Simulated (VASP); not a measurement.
# B (P4/mmm) in VASP: single point with PBE

Aim: the single point of B with PBE.

All numbers are computed with VASP 6.6.1; they aren't measurements. Logs are shortened: lines on timing, memory, paths and dates and some standing lists are left out, and cuts for length are marked.

## 1. The cell of the first run

The structure is tetragonal, space group P4/mmm (No. 123). Conventional cell: a = 2.392 Å, b = 2.392 Å, c = 1.617 Å, α = 90.00°, β = 90.00°, γ = 90.00°. Within 2.2 Å of B (site symmetry 4/mmm) lie 2 B at 1.62 Å.

## 2. Single point, PBE

Input file INCAR:

```
SYSTEM = B
PREC     = Accurate       ! precision mode
ENCUT    = 500            ! plane-wave cutoff, eV
EDIFF    = 1E-6           ! SCF threshold, eV
ISMEAR   = -1             ! smearing method
SIGMA    = 0.05           ! smearing width, eV
LREAL    = .False.        ! projectors in reciprocal space
LASPH    = .True.         ! aspherical terms in the spheres
NELM     = 120            ! most SCF steps
ALGO     = Normal         ! electronic algorithm
ISIF     = 2              ! what is computed and relaxed
LWAVE    = .False.        ! write WAVECAR
LCHARG   = .False.        ! write CHGCAR
GGA      = PE             ! functional
NBANDS   = 8              ! bands
GGA_COMPAT= .False.
```

Input file KPOINTS:

```
Automatic mesh
0
Gamma
  11 11 16
  0 0 0
```

Input file POSCAR:

```
B
1.0
    2.3921238388      0.0000000000      0.0000000000
    0.0000000000      2.3921238388      0.0000000000
    0.0000000000      0.0000000000      1.6168918177
B
1
Direct
    0.5000000000      0.5000000000      0.5000000000
```

Potentials or basis: VASP PAW PBE potentials, release 64 (B).

Run with:

```console
> cat potpaw_PBE.64/B/POTCAR > POTCAR
> mpirun -np 1 vasp_std > vasp.out
```

OUTCAR:

```text
SYSTEM = B
   PREC = Accurate
   ENCUT = 500
   EDIFF = 1E-6
   ISMEAR = -1
   LREAL = .False.
   LASPH = .True.
   NELM = 120
   ISIF = 2
   GGA = PE

 ion  position               nearest neighbor table
   1  0.500  0.500  0.500-

  LATTYP: Found a simple tetragonal cell.
 ALAT       =     2.3921238388
 C/A-ratio  =     0.6759231238

  Lattice vectors:

 A1 = (   2.3921238388,   0.0000000000,   0.0000000000)
 A2 = (   0.0000000000,   2.3921238388,   0.0000000000)
 A3 = (   0.0000000000,   0.0000000000,   1.6168918177)

Analysis of symmetry for initial positions (statically):
=====================================================================
 Subroutine PRICEL returns:
 Original cell was already a primitive cell.

 Routine SETGRP: Setting up the symmetry group for a
 simple tetragonal supercell.

 Subroutine GETGRP returns: Found 16 space group operations
 (whereof 16 operations were pure point group operations)
 out of a pool of 16 trial point group operations.

The static configuration has the point symmetry D_4h.

Analysis of symmetry for dynamics (positions and initial velocities):
=====================================================================
 Subroutine PRICEL returns:
 Original cell was already a primitive cell.

 Routine SETGRP: Setting up the symmetry group for a
 simple tetragonal supercell.

 Subroutine GETGRP returns: Found 16 space group operations
 (whereof 16 operations were pure point group operations)
 out of a pool of 16 trial point group operations.

The dynamic configuration has the point symmetry D_4h.

 Subroutine INISYM returns: Found 16 space group operations
 (whereof 16 operations are pure point group operations),
 and found     1 'primitive' translations

----------------------------------------------------------------------------------------

                                     Primitive cell

  volume of cell :       9.2523

  direct lattice vectors                    reciprocal lattice vectors
     2.392123839  0.000000000  0.000000000     0.418038558  0.000000000  0.000000000
     0.000000000  2.392123839  0.000000000     0.000000000  0.418038558  0.000000000
     0.000000000  0.000000000  1.616891818     0.000000000  0.000000000  0.618470567

  length of vectors
     2.392123839  2.392123839  1.616891818     0.418038558  0.418038558  0.618470567

  position of ions in fractional coordinates (direct lattice)
     0.500000000  0.500000000  0.500000000

  ion indices of the primitive-cell ions
   primitive index   ion index
                 1           1

----------------------------------------------------------------------------------------

 KPOINTS: Automatic mesh

Automatic generation of k-mesh.
 Grid dimensions read from file:
 generate k-points for:   11   11   16

 Generating k-lattice:

  Cartesian coordinates                     Fractional coordinates (reciprocal lattice)
     0.038003505  0.000000000  0.000000000     0.090909091  0.000000000  0.000000000
     0.000000000  0.038003505  0.000000000     0.000000000  0.090909091  0.000000000
     0.000000000  0.000000000  0.038654410     0.000000000  0.000000000  0.062500000

  Length of vectors
     0.038003505  0.038003505  0.038654410

  Shift w.r.t. Gamma in fractional coordinates (k-lattice)
     0.000000000  0.000000000  0.000000000

 Subroutine IBZKPT returns following result:
 ===========================================

 Found    189 irreducible k-points:

 Following reciprocal coordinates:
            Coordinates               Weight
  0.000000  0.000000  0.000000      1.000000
  0.090909  0.000000  0.000000      4.000000
  0.181818  0.000000  0.000000      4.000000
  0.272727  0.000000  0.000000      4.000000
  0.363636  0.000000  0.000000      4.000000
  0.454545  0.000000  0.000000      4.000000
[... 16 lines left out ...]
  0.090909  0.000000  0.062500      8.000000
  0.181818  0.000000  0.062500      8.000000
 [... further k-points ...]
   k-points           NKPTS =    189   k-points in BZ     NKDIM =    189   number of bands    NBANDS=      8
   number of dos      NEDOS =    301   number of ions     NIONS =      1
   total plane-waves  NPLWV =   3888
   dimension x,y,z NGX =    18 NGY =   18 NGZ =   12
   dimension x,y,z NGXF=    36 NGYF=   36 NGZF=   24
   ions per type =               1
   NGX,Y,Z   is equivalent  to a cutoff of  12.51, 12.51, 12.34 a.u.
   NGXF,Y,Z  is equivalent  to a cutoff of  25.02, 25.02, 24.68 a.u.
 SYSTEM =  B
   PREC   = accura    normal or accurate (medium, high low for compatibility)
   ISTART =      0    job   : 0-new  1-cont  2-samecut
   ICHARG =      2    charge: 1-file 2-atom 10-const
   ISPIN  =      1    spin polarized calculation?
   LNONCOLLINEAR =      F non collinear calculations
   LSORBIT =      F    spin-orbit coupling
   LASPH  =      T    aspherical Exc in radial PAW
   ENCUT  =  500.0 eV  36.75 Ry    6.06 a.u.   4.36  4.36  2.95*2*pi/ulx,y,z
   NELM   =    120;   NELMIN=  2; NELMDL= -5     # of ELM steps
   EDIFF  = 0.1E-05   stopping-criterion for ELM
   LREAL  =      F    real-space projection
   EDIFFG = 0.1E-04   stopping-criterion for IOM
   NSW    =      0    number of steps for IOM
   IBRION =     -1    ionic relax: 0-MD 1-quasi-New 2-CG
   NFREE  =      0    steps in history (QN), initial steepest desc. (CG)
   ISIF   =      2    stress and relaxation
   ISYM   =      2    0-nonsym 1-usesym 2-fastsym
   POTIM  = 0.5000    time-step for ionic-motion
   TEBEG  =    0.0;   TEEND  =   0.0 temperature during run
   PSTRESS=    0.0 pullay stress
   NELECT =       3.0000    total number of electrons
   NUPDOWN=      -1.0000    fix difference up-down
   EMIN   =  10.00;   EMAX   =-10.00  energy-range for DOS
   EFERMI =   0.00;   METHOD = LEGACY
   ISMEAR =    -1;   SIGMA  =   0.05  broadening in eV -4-tet -1-fermi 0-gaus
   EFERMI_NEDOS =   21; number of points for ismear=-14 and -15
   IALGO  =     38    algorithm
   IMIX   =      4    mixing-type and parameters
     AMIX     =   0.40;   BMIX     =  1.00
     AMIX_MAG =   1.60;   BMIX_MAG =  1.00
  volume/ion in A,a.u.               =       9.25        62.44
  Fermi-wavevector in a.u.,A,eV,Ry     =   1.124689  2.125354 17.210357  1.264926
  Thomas-Fermi vector in A             =   2.261362
   LORBIT       =      0    0 simple, 1 ext, 2 COOP (PROOUT), +10 PAW based schemes
   GGA     = PE    functional components
   LHFCALC =     F    Hartree Fock is set to
   AEXX    =    0.0000 exact exchange contribution
   IVDW    =     0    specifies the selected vdW correction
   LEPSILON=     F    determine dielectric tensor
   LRPA    =     F    only Hartree local field effects (RPA)
 non-spin polarized calculation
  energy-cutoff  :      500.00
  volume of cell :        9.25
 maximum number of plane-waves:       254
 NGX is ok and might be reduce to    18
   NGX =  9   NGY =  9   NGZ =  5

 number of electron       3.0000000 magnetization

 Free energy of the ion-electron system (eV)
  ---------------------------------------------------
  ext. energy  EPLUGINS =         0.00000000
  ---------------------------------------------------
  free energy    TOTEN  =        -5.64228930 eV

  energy without entropy =       -5.64026661  energy(sigma->0) =       -5.64127795

 E-fermi :   4.5566     XC(G=0): -10.7920

 val. band max:        4.5257790576   @ k =   0.3636   0.0000   0.3125
 cond. band min:       4.5868593799   @ k =   0.2727   0.2727   0.0000
 fundamental gap:      0.0610803223
 Fermi energy:         4.5565688333

 k-point     1 :       0.0000    0.0000    0.0000
  band No.  band energies     occupation
      1      -8.9868      2.00000
      2       8.7662      0.00000
      3       8.7662      0.00000
      4      18.5043      0.00000
      5      19.2779      0.00000
      6      29.5626      0.00000
      7      39.1364      0.00000
      8      39.1364      0.00000

 k-point     2 :       0.0909    0.0000    0.0000
  band No.  band energies     occupation
      1      -8.8103      2.00000
      2       7.5558      0.00000
      3       8.8798      0.00000
      4      19.0691      0.00000
      5      20.3184      0.00000
      6      29.6142      0.00000
      7      36.0250      0.00000
      8      37.4397      0.00000

 k-point     3 :       0.1818    0.0000    0.0000
  band No.  band energies     occupation
      1      -8.2827      2.00000
      2       5.0719      0.00007
      3       9.2001      0.00000
      4      19.6378      0.00000
      5      23.2424      0.00000
      6      29.7552      0.00000
      7      32.5707      0.00000
      8      35.1041      0.00000

 k-point     4 :       0.2727    0.0000    0.0000
  band No.  band energies     occupation
      1      -7.4120      2.00000
      2       2.4100      2.00000
      3       9.6592      0.00000
      4      20.4619      0.00000
      5      25.7691      0.00000
      6      29.7113      0.00000
      7      29.9459      0.00000
      8      34.1731      0.00000

 k-point     5 :       0.3636    0.0000    0.0000
  band No.  band energies     occupation
      1      -6.2260      2.00000
      2      -0.0547      2.00000
      3      10.1316      0.00000
      4      21.5819      0.00000
      5      25.8859      0.00000
      6      27.6252      0.00000
      7      30.1278      0.00000
      8      36.2661      0.00000

 k-point     6 :       0.4545    0.0000    0.0000
  band No.  band energies     occupation
      1      -4.8933      2.00000
      2      -2.0445      2.00000
      3      10.4416      0.00000
      4      22.9663      0.00000
      5      24.5281      0.00000
      6      26.5047      0.00000
      7      30.2391      0.00000
      8      39.6698      0.00000

 k-point     7 :       0.0909    0.0909    0.0000
  band No.  band energies     occupation
      1      -8.6341      2.00000
      2       7.4350      0.00000
      3       7.9452      0.00000
      4      20.3916      0.00000
      5      20.5108      0.00000
      6      29.6653      0.00000
      7      33.1320      0.00000
      8      39.6657      0.00000
[... 133 lines left out ...]
 k-point    20 :       0.4545    0.3636    0.0000
  band No.  band energies     occupation
      1      -2.3377      2.00000
      2       0.1927      2.00000
      3       3.1068      2.00000
      4      11.5930      0.00000
      5      30.7239      0.00000
      6      35.3138      0.00000
      7      37.6695      0.00000
      8      48.5741      0.00000

 k-point    21 :       0.4545    0.4545    0.0000
  band No.  band energies     occupation
      1      -1.0310      2.00000
      2       0.6855      2.00000
      3       1.3942      2.00000
      4      10.1107      0.00000
      5      30.8183      0.00000
      6      38.2304      0.00000
      7      38.2307      0.00000
      8      49.0240      0.00000

 k-point    22 :       0.0000    0.0000    0.0625
  band No.  band energies     occupation
      1      -8.8168      2.00000
      2       8.9651      0.00000
      3       8.9651      0.00000
      4      18.7275      0.00000
      5      19.0326      0.00000
      6      28.7520      0.00000
      7      39.2958      0.00000
      8      39.2958      0.00000

 k-point    23 :       0.0909    0.0000    0.0625
  band No.  band energies     occupation
      1      -8.6405      2.00000
      2       7.7474      0.00000
      3       9.0785      0.00000
      4      19.0753      0.00000
      5      20.2998      0.00000
      6      28.7493      0.00000
      7      36.2220      0.00000
      8      37.8981      0.00000

 k-point    24 :       0.1818    0.0000    0.0625
  band No.  band energies     occupation
      1      -8.1138      2.00000
      2       5.2574      0.00000
      3       9.3978      0.00000
      4      19.5736      0.00000
      5      23.3270      0.00000
      6      28.6938      0.00000
      7      32.7800      0.00000
      8      35.8906      0.00000

 [... further k-points ...]
[... 5 lines left out ...]
  --------------------------------------------------------------------------------------
  -------------------------------------------------------------------------------------
  Total       -0.2273040     -0.2273040     -1.1606811      0.0000000     -0.0000000      0.0000000
  in kB      -39.3612901    -39.3612901   -200.9903574      0.0000000     -0.0000000      0.0000000
  external PRESSURE =     -93.2376459 kB  Pullay stress =       0.0000000 kB

 VOLUME and BASIS-vectors are now :
 -----------------------------------------------------------------------------
  energy-cutoff  :      500.00
  volume of cell :        9.25
      direct lattice vectors                 reciprocal lattice vectors
     2.392123839  0.000000000  0.000000000     0.418038558  0.000000000  0.000000000
     0.000000000  2.392123839  0.000000000     0.000000000  0.418038558  0.000000000
     0.000000000  0.000000000  1.616891818     0.000000000  0.000000000  0.618470567

 POSITION                                       TOTAL-FORCE (eV/Angst)
 -----------------------------------------------------------------------------------
      1.19606      1.19606      0.80845         0.000000      0.000000      0.000000
 -----------------------------------------------------------------------------------
    total drift:                                0.000000      0.000000     -0.000000

  FREE ENERGIE OF THE ION-ELECTRON SYSTEM (eV)
  ---------------------------------------------------
  free  energy   TOTEN  =        -5.6422892981 eV

  energy  without entropy=       -5.6402666078  energy(sigma->0) =       -5.64127795
```

Wall time 15 s (1 thread of Intel Xeon 8259CL, shared host); peak memory 0.12 GiB.

What came out:

```yaml
Free_energy: -5.6423 eV
Pressure: -9.3 GPa
```

Levels at points of the mesh, in eV from the Fermi level:
```tsv
k point	band 1	band 2	band 3	band 4
(0.00, 0.00, 0.00)	-13.54	4.21	4.21	13.95
(0.00, 0.00, 0.50)	-5.72	1.19	12.86	12.86
```
